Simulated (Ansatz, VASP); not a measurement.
One calculation of In, two programs

```
In
1.0
    -1.67493    1.67493    2.47395
     1.67493   -1.67493    2.47395
     1.67493    1.67493   -2.47395
In
1
Direct
  0.00000 0.00000 0.00000
```

Change from the starting cell: strain +0.030 along x and y, +0.000 along z, atoms carried along.

Alike in both runs: task single point; functional PBEsol; k mesh 20 × 20 × 20; occupations gaussian, width 0.15 eV; no spin polarisation.

|  | VASP | Ansatz |
| --- | --- | --- |
| version | VASP 6.6.1 | Ansatz 0.2.0 |
| potentials or method | VASP PAW PBE potentials, release 64 (In_d), cutoff 520 eV | scalar-relativistic, plane waves, PAW |
| valence electrons in the cell | 13 | 13 |

|  | VASP | Ansatz | Ansatz less VASP |
| --- | --- | --- | --- |
| gap on the k mesh at the Fermi level (eV) | none | none | - |
| pressure (GPa) | -3.0 | -3.0 | +0.06 |
| traceless stress, the component that is largest in VASP (GPa) | 0.07 | 0.07 | +0.002 |

VASP's potentials were made for PBE, not for PBEsol. A gap of «none» marks a metal or a gap that the smearing closes.
